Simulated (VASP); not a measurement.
MgI2, 3 atoms in the cell. It takes space group P-3m1 (No. 164, trigonal). The conventional cell has a = 4.127 Å, b = 4.127 Å, c = 6.837 Å, α = 90.00°, β = 90.00°, γ = 120.00°. Within 3.8 Å of Mg (site symmetry -3m) lie 6 I at 2.91 Å. Within 3.8 Å of I (site symmetry 3m) lie 3 Mg at 2.91 Å. 

```yaml
Program: VASP 6.6.1
Task: single point
Functional: PBE
Dispersion: D3(BJ)
Potentials_or_basis: VASP PAW PBE potentials, release 64 (Mg, I)
Cutoff: 520 eV
k_mesh: 6 × 6 × 4
Occupations: fermi-dirac, width 0.02 eV
Spin: no spin polarisation
Dipole_correction: no
Further_INCAR_settings: ALGO = Normal; EDIFF = 1e-06; NBANDS = 15
```

Potentials or basis: VASP PAW PBE potentials, release 64 (Mg, I).

Run with:

```bash
$ cat potpaw_PBE.64/Mg/POTCAR potpaw_PBE.64/I/POTCAR > POTCAR
$ mpirun -np 1 vasp_std > vasp.out
```

Hardware: 1 thread of AMD EPYC 9R45 96-Core Processor (Zen 5) (shared host).

Problem. Estimate the wall time of this run.

Solution. Run time: 19 s on 1 thread of AMD EPYC 9R45 96-Core Processor (Zen 5) (shared host), peak memory 0.21 GiB. Counts: scf iterations 12, k points 24.
